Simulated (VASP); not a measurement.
Set up this calculation in VASP 6.6.1, as the native input.

* Task: relaxation of cell and atoms
* Functional: PBEsol
* Potentials or basis: VASP PAW PBE potentials, release 64 (Re)
* Cutoff: 600 eV
* k mesh: 16 × 16 × 16
* Occupations: fermi-dirac, width 0.1 eV
* Spin: no spin polarisation
* Target pressure: 70 GPa
* Dipole correction: no
* Further INCAR settings: ALGO = Normal; EDIFF = 1e-06; IBRION = 2; EDIFFG = -0.005; NSW = 32; ISIF = 3

The structure of Re lies in POSCAR:

```
Re
1.0
    2.4105623406      0.0000000000      0.0000000000
    0.0000000000      2.4105623406      0.0000000000
    0.0000000000      0.0000000000      2.4105623406
Re
1
Direct
    0.0000000000      0.0000000000      0.0000000000
```

This isn't the form of Re at room conditions, which is hcp.

These files were run (other wordings do the same):

INCAR

```
PREC = Accurate
ENCUT = 600
EDIFF = 1E-6
ISMEAR = -1
SIGMA = 0.1
LREAL = F
LASPH = T
NELM = 100
ALGO = Normal
ISIF = 3
LWAVE = F
LCHARG = F
GGA = PS
IBRION = 2
NSW = 32
EDIFFG = -0.005
PSTRESS = 700.0
```

KPOINTS

```
Automatic mesh
0
Gamma
  16 16 16
```

Potentials or basis: VASP PAW PBE potentials, release 64 (Re).

Command:

```bash
$ cat potpaw_PBE.64/Re/POTCAR > POTCAR
$ mpirun -np 1 vasp_std > vasp.out
```

It gave:

```json
{
 "Relaxed volume": "13.99 Å³/atom",
 "Relaxed cell": "a = 2.410 Å, b = 2.410 Å, c = 2.410 Å, α = 90.00°, β = 90.00°, γ = 90.00°",
 "Space group after relaxing (to 0.1 Å)": "Pm-3m (No. 221)",
 "Energy change on relaxing (the run minimises the enthalpy)": "+6.8 meV/atom",
 "Ionic steps": "3",
 "Pressure after relaxing": "70.0 GPa",
 "Band gap on the k mesh": "zero (an odd number of electrons rules out a gap without spin polarisation)"
}
```

Caveat: the cell is relaxed towards a set pressure, so the run minimises the enthalpy, not the energy; the PAW data sets were made with another functional, which shifts forces and pressure a little; spin-orbit coupling is left out, which moves the levels of the heavy elements.

It took 54 s on 1 thread of AMD EPYC 7R13, on a shared host, peak memory 0.15 GiB.
